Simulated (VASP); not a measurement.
A run of VASP 6.6.1 is set up as follows.

The input INCAR:

```
SYSTEM = InP3
PREC     = Accurate       ! precision mode
ENCUT    = 520            ! plane-wave cutoff, eV
EDIFF    = 1E-6           ! SCF threshold, eV
ISMEAR   = 0              ! smearing method
SIGMA    = 0.15           ! smearing width, eV
LREAL    = .FALSE.        ! projectors in reciprocal space
LASPH    = .TRUE.         ! aspherical terms in the spheres
NELM     = 80             ! most SCF steps
ALGO     = Normal         ! electronic algorithm
ISIF     = 2              ! what is computed and relaxed
LWAVE    = .FALSE.        ! write WAVECAR
LCHARG   = .FALSE.        ! write CHGCAR
GGA      = PS             ! functional
NBANDS   = 38             ! bands
```

The input KPOINTS:

```
regular mesh
0
G
  6 6 6
  0 0 0
```

The input POSCAR:

```
InP3
1.0
    3.8635862510      2.2306425620      3.0170261787
   -3.8635862510      2.2306425620      3.0170261787
    0.0000000000     -4.4612851241      3.0170261787
In P
2 6
Direct
    0.2732789115      0.2732789115      0.2732789115
    0.7267210885      0.7267210885      0.7267210885
    0.7947108827      0.2411926280      0.7947108827
    0.7947108827      0.7947108827      0.2411926280
    0.2411926280      0.7947108827      0.7947108827
    0.2052891173      0.7588073720      0.2052891173
    0.7588073720      0.2052891173      0.2052891173
    0.2052891173      0.2052891173      0.7588073720
```

Potentials or basis: VASP PAW PBE potentials, release 64 (In_d, P).

Run with:

```sh
$ cat potpaw_PBE.64/In_d/POTCAR potpaw_PBE.64/P/POTCAR > POTCAR
$ mpirun -np 1 vasp_std > vasp.out
```

Question: Predict the pressure.

Answer: -1.4 GPa.

Question: What does it give for the largest force?

Answer: 0.328 eV/Å.

Question: Estimate the band gap on the k mesh.

Answer: Zero (bands 28 and 29 overlap by 0.58 eV).

Stress tensor (GPa, compression positive):
```
-4.24  0.00  0.00
 0.00 -4.24  0.00
 0.00  0.00  4.34
```

Caveat: the cell differs from its parent crystal (strain +0.040 along x and y, -0.080 along z); semilocal functionals underestimate gaps, so a narrow gap can read as zero; the PAW data sets were made with another functional, which shifts forces and pressure a little; spin-orbit coupling is left out, which moves the levels of the heavy elements.
